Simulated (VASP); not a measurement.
# Li (P-6c2) in VASP: single point with PBE

Aim: the single point of Li with PBE.

Everything below comes from runs of VASP 6.6.1. Logs are shortened: lines on timing, memory, paths and dates and some standing lists are left out, and cuts for length are marked.

## Step 1: The cell of the first run

Symmetry: P-6c2, No. 188, hexagonal system. Conventional cell: a = 5.371 Å, b = 5.371 Å, c = 7.730 Å, α = 90.00°, β = 90.00°, γ = 120.00°. Within 3.3 Å of Li (site symmetry m) lie 6 Li at 2.49 to 3.00 Å. Within 3.4 Å of Li (site symmetry 32) lie 6 Li at 2.60 Å.

The cell was generated, and may not be a known phase.

## Step 2: Single point, PBE

The input, INCAR:

```
SYSTEM = Li
PREC = Accurate
ENCUT = 520
EDIFF = 1E-7
ISMEAR = 0
SIGMA = 0.1
LREAL = .FALSE.
LASPH = .TRUE.
NELM = 100
ALGO = Normal
ISIF = 2
LWAVE = .FALSE.
LCHARG = .FALSE.
GGA = PE
NBANDS = 22
```

The input, KPOINTS:

```
Automatic mesh
0
G
  6 6 2
  0 0 0
```

The input, POSCAR:

```
Li
1.0
    5.3707230400      0.0000000000      0.0000000000
   -2.6853615200      4.6511825900      0.0000000000
    0.0000000000      0.0000000000      7.7302804400
Li
8
Direct
    0.0891516600      0.7886993100      0.7500000000
    0.2113006900      0.3004523500      0.7500000000
    0.6995476500      0.9108483400      0.7500000000
    0.6995476500      0.7886993100      0.2500000000
    0.2113006900      0.9108483400      0.2500000000
    0.0891516600      0.3004523500      0.2500000000
    0.3333333300      0.6666666700      0.5000000000
    0.3333333300      0.6666666700      0.0000000000
```

Potentials or basis: VASP PAW PBE potentials, release 64 (Li_sv).

Started as:

```sh
cat potpaw_PBE.64/Li_sv/POTCAR > POTCAR
mpirun -np 1 vasp_std > vasp.out
```

OUTCAR:

```text
SYSTEM = Li
   PREC = Accurate
   ENCUT = 520
   EDIFF = 1E-7
   ISMEAR = 0
   LREAL = .FALSE.
   LASPH = .TRUE.
   NELM = 100
   ISIF = 2
   GGA = PE

 ion  position               nearest neighbor table
   1  0.089  0.789  0.750-   3 2.49   2 2.49   7 2.60   8 2.60
   2  0.211  0.300  0.750-   3 2.49   1 2.49   7 2.60   8 2.60
   3  0.700  0.911  0.750-   1 2.49   2 2.49   7 2.60   8 2.60
   4  0.700  0.789  0.250-   5 2.49   6 2.49   7 2.60   8 2.60
   5  0.211  0.911  0.250-   4 2.49   6 2.49   8 2.60   7 2.60
   6  0.089  0.300  0.250-   5 2.49   4 2.49   8 2.60   7 2.60
   7  0.333  0.667  0.500-   1 2.60   5 2.60   3 2.60   6 2.60   4 2.60   2 2.60
   8  0.333  0.667  0.000-   1 2.60   5 2.60   3 2.60   6 2.60   4 2.60   2 2.60

  LATTYP: Found a hexagonal cell.
 ALAT       =     5.3707230400
 C/A-ratio  =     1.4393370096

  Lattice vectors:

 A1 = (   5.3707230400,   0.0000000000,   0.0000000000)
 A2 = (  -2.6853615200,   4.6511825900,   0.0000000000)
 A3 = (   0.0000000000,   0.0000000000,   7.7302804400)

Analysis of symmetry for initial positions (statically):
=====================================================================
 Subroutine PRICEL returns:
 Original cell was already a primitive cell.

 Routine SETGRP: Setting up the symmetry group for a
 hexagonal supercell.

 Subroutine GETGRP returns: Found 12 space group operations
 (whereof  6 operations were pure point group operations)
 out of a pool of 24 trial point group operations.

The static configuration has the point symmetry D_3 .
 The point group associated with its full space group is D_3h.

Analysis of symmetry for dynamics (positions and initial velocities):
=====================================================================
 Subroutine PRICEL returns:
 Original cell was already a primitive cell.

 Routine SETGRP: Setting up the symmetry group for a
 hexagonal supercell.

 Subroutine GETGRP returns: Found 12 space group operations
 (whereof  6 operations were pure point group operations)
 out of a pool of 24 trial point group operations.

The dynamic configuration has the point symmetry D_3 .
 The point group associated with its full space group is D_3h.

 Subroutine INISYM returns: Found 12 space group operations
 (whereof  6 operations are pure point group operations),
 and found     1 'primitive' translations

----------------------------------------------------------------------------------------

                                     Primitive cell

  volume of cell :     193.1041

[... 97 lines left out ...]
   POTIM  = 0.5000    time-step for ionic-motion
   TEBEG  =    0.0;   TEEND  =   0.0 temperature during run
   PSTRESS=    0.0 pullay stress
   NELECT =      24.0000    total number of electrons
   NUPDOWN=      -1.0000    fix difference up-down
   EMIN   =  10.00;   EMAX   =-10.00  energy-range for DOS
   EFERMI =   0.00;   METHOD = LEGACY
   ISMEAR =     0;   SIGMA  =   0.10  broadening in eV -4-tet -1-fermi 0-gaus
   EFERMI_NEDOS =   21; number of points for ismear=-14 and -15
   IALGO  =     38    algorithm
   IMIX   =      4    mixing-type and parameters
     AMIX     =   0.40;   BMIX     =  1.00
     AMIX_MAG =   1.60;   BMIX_MAG =  1.00
  volume/ion in A,a.u.               =      24.14       162.89
  Fermi-wavevector in a.u.,A,eV,Ry     =   0.816986  1.543880  9.081435  0.667467
  Thomas-Fermi vector in A             =   1.927353
   LORBIT       =      0    0 simple, 1 ext, 2 COOP (PROOUT), +10 PAW based schemes
   GGA     = PE    functional components
   LHFCALC =     F    Hartree Fock is set to
   AEXX    =    0.0000 exact exchange contribution
   IVDW    =     0    specifies the selected vdW correction
   LEPSILON=     F    determine dielectric tensor
   LRPA    =     F    only Hartree local field effects (RPA)
 non-spin polarized calculation
 Gauss-broadening in eV      SIGMA  =   0.10
  energy-cutoff  :      520.00
  volume of cell :      193.10
 maximum number of plane-waves:      5232
 NGX is ok and might be reduce to    40
   NGX = 19   NGY = 19   NGZ = 29

 number of electron      24.0000034 magnetization

 Free energy of the ion-electron system (eV)
  ---------------------------------------------------
  ext. energy  EPLUGINS =         0.00000000
  ---------------------------------------------------
  free energy    TOTEN  =       -11.74630232 eV

  energy without entropy =      -11.73150189  energy(sigma->0) =      -11.73890211

 E-fermi :   0.0904     XC(G=0):  -6.4848

 val. band max:       -0.1359992531   @ k =   0.5000   0.0000   0.0000
 cond. band min:       0.1268622756   @ k =   0.1667  -0.0000   0.0000
 fundamental gap:      0.2628615288
 Fermi energy:         0.0903664362

 k-point     1 :       0.0000    0.0000    0.0000
  band No.  band energies     occupation
      1     -46.9834      2.00000
      2     -46.9794      2.00000
      3     -46.9347      2.00000
      4     -46.9347      2.00000
      5     -46.9345      2.00000
      6     -46.9345      2.00000
[... 339 lines left out ...]
     21       4.3684      0.00000
     22       4.3684      0.00000

------------------------ aborting loop because EDIFF is reached ----------------------------------------

  FORCE on cell =-STRESS in cart. coord.  units (eV):
  Direction    XX          YY          ZZ          XY          YZ          ZX
  --------------------------------------------------------------------------------------
  -------------------------------------------------------------------------------------
  Total        3.9046640      3.9046640      0.2497819      0.0000000      0.0000000      0.0000000
  in kB       32.3968554     32.3968555      2.0724314      0.0000000      0.0000000      0.0000000
  external PRESSURE =      22.2887141 kB  Pullay stress =       0.0000000 kB

 VOLUME and BASIS-vectors are now :
 -----------------------------------------------------------------------------
  energy-cutoff  :      520.00
  volume of cell :      193.10
      direct lattice vectors                 reciprocal lattice vectors
     5.370723040  0.000000000  0.000000000     0.186194669  0.107499542  0.000000000
    -2.685361520  4.651182590  0.000000000     0.000000000  0.214999085  0.000000000
     0.000000000  0.000000000  7.730280440     0.000000000  0.000000000  0.129361413

 POSITION                                       TOTAL-FORCE (eV/Angst)
 -----------------------------------------------------------------------------------
     -1.63913      3.66838      5.79771        -0.023925     -0.638021      0.000000
      0.32801      1.39746      5.79771         0.564505      0.298291      0.000000
      1.31112      4.23652      5.79771        -0.540580      0.339730     -0.000000
      1.63913      3.66838      1.93257         0.023925     -0.638021     -0.000000
     -1.31112      4.23652      1.93257         0.540580      0.339730     -0.000000
     -0.32801      1.39746      1.93257        -0.564505      0.298291      0.000000
     -0.00000      3.10079      3.86514        -0.000000      0.000000     -0.000000
     -0.00000      3.10079      0.00000        -0.000000      0.000000     -0.000000
 -----------------------------------------------------------------------------------
    total drift:                                0.000030     -0.000017     -0.000000

  FREE ENERGIE OF THE ION-ELECTRON SYSTEM (eV)
  ---------------------------------------------------
  free  energy   TOTEN  =       -11.7463023229 eV

  energy  without entropy=      -11.7315018930  energy(sigma->0) =      -11.73890211
```

OSZICAR:

```text
N       E                     dE             d eps       ncg     rms          rms(c)
DAV:   1     0.131673353312E+03    0.13167E+03   -0.11123E+04   632   0.105E+03
DAV:   2     0.236441248216E+02   -0.10803E+03   -0.10244E+03   644   0.280E+02
DAV:   3    -0.667213349211E+01   -0.30316E+02   -0.29665E+02  1196   0.664E+01
DAV:   4    -0.113238519421E+02   -0.46517E+01   -0.46219E+01   980   0.509E+01
DAV:   5    -0.121361776519E+02   -0.81233E+00   -0.81220E+00  1100   0.115E+01    0.217E+00
DAV:   6    -0.118724987581E+02    0.26368E+00   -0.33488E-01   780   0.296E+00    0.126E+00
DAV:   7    -0.117471587016E+02    0.12534E+00   -0.50063E-01   708   0.210E+00    0.259E-01
DAV:   8    -0.117476986807E+02   -0.53998E-03   -0.59825E-02   758   0.853E-01    0.158E-01
DAV:   9    -0.117461909261E+02    0.15078E-02   -0.79838E-03   852   0.270E-01    0.630E-02
DAV:  10    -0.117462939967E+02   -0.10307E-03   -0.52785E-04  1030   0.102E-01    0.699E-03
DAV:  11    -0.117462998505E+02   -0.58538E-05   -0.35065E-05   962   0.291E-02    0.416E-03
DAV:  12    -0.117463025708E+02   -0.27203E-05   -0.22351E-06   876   0.865E-03    0.226E-03
DAV:  13    -0.117463022269E+02    0.34389E-06   -0.43607E-07   730   0.379E-03    0.384E-04
DAV:  14    -0.117463023229E+02   -0.96041E-07   -0.39539E-08   470   0.144E-03
   1 F= -.11746302E+02 E0= -.11738902E+02  d E =-.148004E-01
```

stdout:

```text
POSCAR found type information on POSCAR Li
 POSCAR found :  1 types and       8 ions
 scaLAPACK will be used
 LDA part: xc-table for (Slater+PW92), standard interpolation
 POSCAR, INCAR and KPOINTS ok, starting setup
 FFT: planning ... GRIDC
 FFT: planning ... GRID_SOFT
 FFT: planning ... GRID
 WAVECAR not read
 entering main loop
```

Wall time 48 s (1 thread of Intel Xeon 6975P-C (Granite Rapids), shared host); peak memory 0.29 GiB.

What came out:

* Free energy: -11.7463 eV
* Largest force: 0.638 eV/Å
* Band gap on the k mesh: zero (bands 12 and 13 overlap by 1.06 eV)

Forces in eV/Å, atoms in the order of the input:
```
Li  -0.024 -0.638  0.000
Li   0.565  0.298  0.000
Li  -0.541  0.340  0.000
Li   0.024 -0.638  0.000
Li   0.541  0.340  0.000
Li  -0.565  0.298  0.000
Li   0.000  0.000  0.000
Li   0.000  0.000  0.000
```

Levels at points of the mesh, in eV from the Fermi level:
| k point | band 10 | band 11 | band 12 | band 13 | band 14 | band 15 |
| --- | --- | --- | --- | --- | --- | --- |
| (0.00, 0.00, 0.00) | -1.35 | -1.29 | 0.51 | 1.12 | 1.68 | 1.68 |
| (0.50, 0.00, 0.00) | -1.80 | -0.73 | -0.23 | 0.36 | 0.51 | 0.56 |
| (0.00, 0.00, 0.50) | -2.71 | 0.46 | 0.46 | 1.40 | 1.40 | 2.04 |
| (0.50, 0.00, 0.50) | -1.58 | -1.31 | -1.31 | 0.69 | 0.69 | 1.70 |

Caveat: the k points lie up to 0.41 Å⁻¹ apart, too coarse for converged energies and pressures of a metal; the cutoff is under 1.25 times the usual one of these potentials, so pressure, stress and relaxed cells hold a basis-set (Pulay) error.

The gap in the log of VASP goes by the Fermi energy; the results here count the filled bands.